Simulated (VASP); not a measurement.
# F (C2/m) in VASP: notebook

Runs on F. Level: PBEsol. Tasks: single point.

Program: VASP 6.6.1. These are calculated values, not measurements. Logs are shortened: lines on timing, memory, paths and dates and some standing lists are left out, and cuts for length are marked.

## Step 1: The cell of the first run

It takes space group C2/m (No. 12, monoclinic). Conventional cell: a = 5.960 Å, b = 3.415 Å, c = 7.194 Å, α = 90.00°, β = 112.50°, γ = 90.00°. F (site symmetry m) has 1 F at 1.34 Å within 1.8 Å. Within 1.8 Å of F (site symmetry m) lie 1 F at 1.34 Å.

## Step 2: Single point, PBEsol

Input file INCAR:

```
SYSTEM = F
PREC     = Accurate       ! precision mode
ENCUT    = 520            ! plane-wave cutoff, eV
EDIFF    = 1E-6           ! SCF threshold, eV
ISMEAR   = 0              ! smearing method
SIGMA    = 0.05           ! smearing width, eV
LREAL    = .False.        ! projectors in reciprocal space
LASPH    = .True.         ! aspherical terms in the spheres
NELM     = 100            ! most SCF steps
ALGO     = Normal         ! electronic algorithm
ISIF     = 2              ! what is computed and relaxed
LWAVE    = .False.        ! write WAVECAR
LCHARG   = .False.        ! write CHGCAR
GGA      = PS             ! functional
NBANDS   = 22             ! bands
```

Input file KPOINTS:

```
regular mesh
0
Gamma
  4 4 2
  0 0 0
```

Input file POSCAR:

```
F
1.0
    2.9711538787     -1.7076239636     -0.2291610188
    2.9711538787      1.7076239636     -0.2291610188
   -2.2340807490      0.0000000000      6.8385662294
F
4
Direct
    0.0848459664      0.0848459664      0.0940038325
    0.9151540336      0.9151540336      0.9059961675
    0.5015719855      0.5015719855      0.5937195244
    0.4984280145      0.4984280145      0.4062804756
```

Potentials or basis: VASP PAW PBE potentials, release 64 (F).

On the command line:

```bash
$ cat potpaw_PBE.64/F/POTCAR > POTCAR
$ mpirun -np 1 vasp_std > vasp.out
```

OUTCAR:

```text
SYSTEM = F
   PREC = Accurate
   ENCUT = 520
   EDIFF = 1E-6
   ISMEAR = 0
   LREAL = .False.
   LASPH = .True.
   NELM = 100
   ISIF = 2
   GGA = PS

 ion  position               nearest neighbor table
   1  0.085  0.085  0.094-   2 1.34
   2  0.915  0.915  0.906-   1 1.34
   3  0.502  0.502  0.594-   4 1.34
   4  0.498  0.498  0.406-   3 1.34

  LATTYP: Found a base centered monoclinic cell.
 ALAT       =     5.9599564238
 B/A-ratio  =     0.5730323654
 C/A-ratio  =     1.2070962569
 COS(beta)  =    -0.3827161857

  Lattice vectors:

 A1 = (   2.9711538787,  -1.7076239636,  -0.2291610188)
 A2 = (   2.9711538787,   1.7076239636,  -0.2291610188)
 A3 = (  -2.2340807490,   0.0000000000,   6.8385662294)

Analysis of symmetry for initial positions (statically):
=====================================================================
 Subroutine PRICEL returns:
 Original cell was already a primitive cell.

 Routine SETGRP: Setting up the symmetry group for a
 base centered monoclinic supercell.

 Subroutine GETGRP returns: Found  4 space group operations
 (whereof  4 operations were pure point group operations)
 out of a pool of  4 trial point group operations.

The static configuration has the point symmetry C_2h.

Analysis of symmetry for dynamics (positions and initial velocities):
=====================================================================
 Subroutine PRICEL returns:
 Original cell was already a primitive cell.

 Routine SETGRP: Setting up the symmetry group for a
 base centered monoclinic supercell.

 Subroutine GETGRP returns: Found  4 space group operations
 (whereof  4 operations were pure point group operations)
 out of a pool of  4 trial point group operations.

The dynamic configuration has the point symmetry C_2h.

 Subroutine INISYM returns: Found  4 space group operations
 (whereof  4 operations are pure point group operations),
 and found     1 'primitive' translations

----------------------------------------------------------------------------------------

                                     Primitive cell

  volume of cell :      67.6440

[... 75 lines left out ...]
   ISPIN  =      1    spin polarized calculation?
   LNONCOLLINEAR =      F non collinear calculations
   LSORBIT =      F    spin-orbit coupling
   LASPH  =      T    aspherical Exc in radial PAW
   ENCUT  =  520.0 eV  38.22 Ry    6.18 a.u.   6.39  6.39 13.38*2*pi/ulx,y,z
   NELM   =    100;   NELMIN=  2; NELMDL= -5     # of ELM steps
   EDIFF  = 0.1E-05   stopping-criterion for ELM
   LREAL  =      F    real-space projection
   EDIFFG = 0.1E-04   stopping-criterion for IOM
   NSW    =      0    number of steps for IOM
   IBRION =     -1    ionic relax: 0-MD 1-quasi-New 2-CG
   NFREE  =      0    steps in history (QN), initial steepest desc. (CG)
   ISIF   =      2    stress and relaxation
   ISYM   =      2    0-nonsym 1-usesym 2-fastsym
   POTIM  = 0.5000    time-step for ionic-motion
   TEBEG  =    0.0;   TEEND  =   0.0 temperature during run
   PSTRESS=    0.0 pullay stress
   NELECT =      28.0000    total number of electrons
   NUPDOWN=      -1.0000    fix difference up-down
   EMIN   =  10.00;   EMAX   =-10.00  energy-range for DOS
   EFERMI =   0.00;   METHOD = LEGACY
   ISMEAR =     0;   SIGMA  =   0.05  broadening in eV -4-tet -1-fermi 0-gaus
   EFERMI_NEDOS =   21; number of points for ismear=-14 and -15
   IALGO  =     38    algorithm
   IMIX   =      4    mixing-type and parameters
     AMIX     =   0.40;   BMIX     =  1.00
     AMIX_MAG =   1.60;   BMIX_MAG =  1.00
  volume/ion in A,a.u.               =      16.91       114.12
  Fermi-wavevector in a.u.,A,eV,Ry     =   1.220069  2.305596 20.253204  1.488569
  Thomas-Fermi vector in A             =   2.355299
   LORBIT       =      0    0 simple, 1 ext, 2 COOP (PROOUT), +10 PAW based schemes
   GGA     = PS    functional components
   LHFCALC =     F    Hartree Fock is set to
   AEXX    =    0.0000 exact exchange contribution
   IVDW    =     0    specifies the selected vdW correction
   LEPSILON=     F    determine dielectric tensor
   LRPA    =     F    only Hartree local field effects (RPA)
 non-spin polarized calculation
 Gauss-broadening in eV      SIGMA  =   0.05
  energy-cutoff  :      520.00
  volume of cell :       67.64
 maximum number of plane-waves:      1834
 NGX is ok and might be reduce to    28
   NGX = 13   NGY = 13   NGZ = 27

 number of electron      27.9999987 magnetization

 Free energy of the ion-electron system (eV)
  ---------------------------------------------------
  ext. energy  EPLUGINS =         0.00000000
  ---------------------------------------------------
  free energy    TOTEN  =        -7.58574703 eV

  energy without entropy =       -7.58574703  energy(sigma->0) =       -7.58574703

 E-fermi :  -4.7382     XC(G=0):  -7.2808

 val. band max:       -4.9761738740   @ k =   0.5000   0.5000   0.0000
 cond. band min:      -1.3006629684   @ k =   0.0000   0.0000   0.0000
 fundamental gap:      3.6755109056
 Fermi energy:        -4.7381980291

 k-point     1 :       0.0000    0.0000    0.0000
  band No.  band energies     occupation
      1     -31.3314      2.00000
      2     -31.1621      2.00000
      3     -23.4470      2.00000
      4     -23.0770      2.00000
      5     -12.3354      2.00000
      6     -11.5406      2.00000
[... 339 lines left out ...]
     21      10.1093      0.00000
     22      10.4388      0.00000

------------------------ aborting loop because EDIFF is reached ----------------------------------------

  FORCE on cell =-STRESS in cart. coord.  units (eV):
  Direction    XX          YY          ZZ          XY          YZ          ZX
  --------------------------------------------------------------------------------------
  -------------------------------------------------------------------------------------
  Total        1.0773014     -0.1865795      7.3834793      0.0000000      0.0000000      0.5316481
  in kB       25.5163494     -4.4192155    174.8808937      0.0000000      0.0000000     12.5923149
  external PRESSURE =      65.3260092 kB  Pullay stress =       0.0000000 kB

 VOLUME and BASIS-vectors are now :
 -----------------------------------------------------------------------------
  energy-cutoff  :      520.00
  volume of cell :       67.64
      direct lattice vectors                 reciprocal lattice vectors
     2.971153879 -1.707623964 -0.229161019     0.172634669 -0.292804511  0.056397756
     2.971153879  1.707623964 -0.229161019     0.172634669  0.292804511  0.056397756
    -2.234080749  0.000000000  6.838566229     0.011570009  0.000000000  0.150009271

 POSITION                                       TOTAL-FORCE (eV/Angst)
 -----------------------------------------------------------------------------------
      0.29417      0.00000      0.60396         1.397677      0.000000      2.847942
      3.41406      0.00000      5.77628        -1.397677      0.000000     -2.847942
      1.65408      0.00000      3.83031        -0.965302      0.000000      3.039050
      2.05415      0.00000      2.54994         0.965302      0.000000     -3.039050
 -----------------------------------------------------------------------------------
    total drift:                                0.000000      0.000000     -0.000000

  FREE ENERGIE OF THE ION-ELECTRON SYSTEM (eV)
  ---------------------------------------------------
  free  energy   TOTEN  =        -7.5857470340 eV

  energy  without entropy=       -7.5857470340  energy(sigma->0) =       -7.58574703
```

stdout:

```text
POSCAR found type information on POSCAR F
 POSCAR found :  1 types and       4 ions
 scaLAPACK will be used
 -----------------------------------------------------------------------------
|                                                                             |
|                                                                             |
|     You enforced a specific xc type in the INCAR file but a different       |
|     I HOPE YOU KNOW WHAT YOU ARE DOING!                                     |
|                                                                             |
 -----------------------------------------------------------------------------

 LDA part: xc-table for (Slater+PW92), standard interpolation
 POSCAR, INCAR and KPOINTS ok, starting setup
 FFT: planning ... GRIDC
 FFT: planning ... GRID_SOFT
 FFT: planning ... GRID
 WAVECAR not read
 entering main loop
```

Wall time 12 s (1 thread of AMD EPYC 9R45 (Zen 5), shared host); peak memory 0.15 GiB.

What came out:

- Free energy: -7.5857 eV
- Pressure: 6.5 GPa
- Largest force: 3.189 eV/Å
- Band gap on the k mesh: 3.68 eV, indirect (least direct gap 3.79 eV)

Forces in eV/Å, atoms in the order of the input:
```
F    1.398  0.000  2.848
F   -1.398  0.000 -2.848
F   -0.965  0.000  3.039
F    0.965  0.000 -3.039
```

Caveat: the k points lie up to 0.54 Å⁻¹ apart; the PAW data sets were made with another functional, which shifts forces and pressure a little.

## Step 3: Single point, PBEsol

This run uses another cell than the first one, of 18.29 Å³/atom, 1.082 times its volume.

Input file INCAR:

```
SYSTEM = F
PREC = Accurate
ENCUT = 520
EDIFF = 1E-6
ISMEAR = 0
SIGMA = 0.05
LREAL = .False.
LASPH = .True.
NELM = 80
ALGO = Normal
ISIF = 2
LWAVE = .False.
LCHARG = .False.
GGA = PS
NBANDS = 22
```

KPOINTS is that of step 2.

Input file POSCAR:

```
F
1.0
    3.0828879034     -1.7435950964     -0.2377789107
    3.0828879034      1.7435950964     -0.2377789107
   -2.3265507410      0.0000000000      6.9861231001
F
4
Direct
    0.0848459664      0.0848459664      0.0940038325
    0.9151540336      0.9151540336      0.9059961675
    0.5015719855      0.5015719855      0.5937195244
    0.4984280145      0.4984280145      0.4062804756
```

Potentials or basis: VASP PAW PBE potentials, release 64 (F).

On the command line:

```bash
$ cat potpaw_PBE.64/F/POTCAR > POTCAR
$ mpirun -np 1 vasp_std > vasp.out
```

Run time: 28 s. Hardware: 1 thread of Intel Xeon 8259CL, shared host; peak memory 0.19 GiB.

The run converged. Its results:

| Quantity | Value |
| --- | --- |
| Free energy | -7.7407 eV |
| Pressure | 2.8 GPa |
| Largest force | 1.589 eV/Å |
| Band gap on the k mesh | 3.32 eV, indirect (least direct gap 3.42 eV) |

Forces in eV/Å, atoms in the order of the input:
```
F    0.706  0.000  1.418
F   -0.706  0.000 -1.418
F   -0.486  0.000  1.513
F    0.486  0.000 -1.513
```

Stress tensor (GPa, compression positive):
```
 0.92  0.00  0.57
 0.00 -0.49  0.00
 0.57  0.00  7.89
```

Levels at points of the mesh, in eV from the valence-band top:
```
           k point  band 12  band 13  band 14  band 15  band 16  band 17
(0.00, 0.00, 0.00)    -0.19    -0.14    -0.10     3.32     4.14     8.57
(0.50, 0.00, 0.00)    -0.33    -0.31    -0.20     3.77     3.85    12.54
(0.50, 0.50, 0.00)    -0.30    -0.21     0.00     3.72     3.84    12.76
(0.00, 0.00, 0.50)    -0.21    -0.18    -0.11     3.66     3.74     9.45
(0.50, 0.00, 0.50)    -0.37    -0.22    -0.08     3.59     4.01    12.46
(0.50, 0.50, 0.50)    -0.28    -0.19    -0.11     3.76     3.84    12.40
```

Caveat: the k points lie up to 0.53 Å⁻¹ apart; the PAW data sets were made with another functional, which shifts forces and pressure a little. A k mesh can miss the band edges.

## Step 4: Single point, PBEsol

This run uses another cell than the first one, of 18.29 Å³/atom, 1.082 times its volume.

Input file INCAR:

```
SYSTEM = F
  ALGO = Normal
  EDIFF = 1E-6
  ENCUT = 520
  GGA = PS
  ISIF = 2
  ISMEAR = 0
  LASPH = .TRUE.
  LCHARG = .TRUE.
  LELF = .TRUE.
  LREAL = .FALSE.
  LVHAR = .TRUE.
  LWAVE = .FALSE.
  NBANDS = 22
  NELM = 60
  PREC = Accurate
  SIGMA = 0.05
```

Input file KPOINTS:

```
k-points
0
G
  4 4 2
  0 0 0
```

Input file POSCAR:

```
F
1.0
    3.2175419438     -1.7067204697     -0.2481645919
    3.2175419438      1.7067204697     -0.2481645919
   -2.4620015671      0.0000000000      6.8526183728
F
4
Direct
    0.0848459664      0.0848459664      0.0940038325
    0.9151540336      0.9151540336      0.9059961675
    0.5015719855      0.5015719855      0.5937195244
    0.4984280145      0.4984280145      0.4062804756
```

On the command line:

```bash
$ cat potpaw_PBE.64/F/POTCAR > POTCAR
$ mpirun -np 1 vasp_std > vasp.out
```

Wall time 33 s (1 thread of Intel Xeon 8259CL, shared host); peak memory 0.18 GiB.

It converged, with:

* Free energy: -7.6747 eV
* Pressure: 4.3 GPa
* Largest force: 2.377 eV/Å
* Band gap on the k mesh: 3.56 eV, indirect (least direct gap 3.67 eV)

Forces in eV/Å, atoms in the order of the input:
```
F    1.106  0.000  2.089
F   -1.106  0.000 -2.089
F   -0.775  0.000  2.247
F    0.775  0.000 -2.247
```

Stress tensor (GPa, compression positive):
```
 1.79  0.00  0.79
 0.00 -0.46  0.00
 0.79  0.00 11.67
```

Levels at points of the mesh, in eV from the valence-band top:
```tsv
k point	band 12	band 13	band 14	band 15	band 16	band 17
(0.00, 0.00, 0.00)	-0.18	-0.16	-0.11	3.56	4.34	8.48
(0.50, 0.00, 0.00)	-0.37	-0.32	-0.22	4.00	4.06	12.48
(0.50, 0.50, 0.00)	-0.29	-0.20	0.00	3.95	4.02	12.55
(0.00, 0.00, 0.50)	-0.26	-0.18	-0.12	3.87	3.94	9.41
(0.50, 0.00, 0.50)	-0.41	-0.24	-0.08	3.84	4.21	12.42
(0.50, 0.50, 0.50)	-0.29	-0.17	-0.11	3.97	4.04	12.05
```

Caveat: the k points lie up to 0.53 Å⁻¹ apart; the PAW data sets were made with another functional, which shifts forces and pressure a little. Expect the measured gap to be larger: semilocal functionals such as PBEsol lack the derivative discontinuity.

[end of part 1 of 2]
